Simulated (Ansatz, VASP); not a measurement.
**One calculation of CdS, two programs**

```
CELL_PARAMETERS angstrom
0.00000 2.93311 2.93311
2.93311 0.00000 2.93311
2.93311 2.93311 0.00000
ATOMIC_POSITIONS crystal
Cd 0.00000 0.00000 0.00000
S 0.75000 0.75000 0.75000
```

Change from the starting cell: volume scaled by 0.99.

Alike in both runs: task single point; functional PBE; k mesh 7 × 7 × 7; occupations fermi-dirac, width 0.02 eV; no spin polarisation.

|  | VASP | Ansatz |
| --- | --- | --- |
| version | VASP 6.6.1 | Ansatz 0.2.0 |
| potentials or method | VASP PAW PBE potentials, release 64 (Cd, S), cutoff 520 eV | all-electron LAPW, scalar-relativistic |

|  | VASP | Ansatz | Ansatz less VASP |
| --- | --- | --- | --- |
| gap on the k mesh at the Fermi level (eV) | 1.11 | 1.11 | -0.003 |
| pressure (GPa) | 2.1 | 1.8 | -0.30 |

Ansatz ran all-electron here, and VASP with PAW potentials.
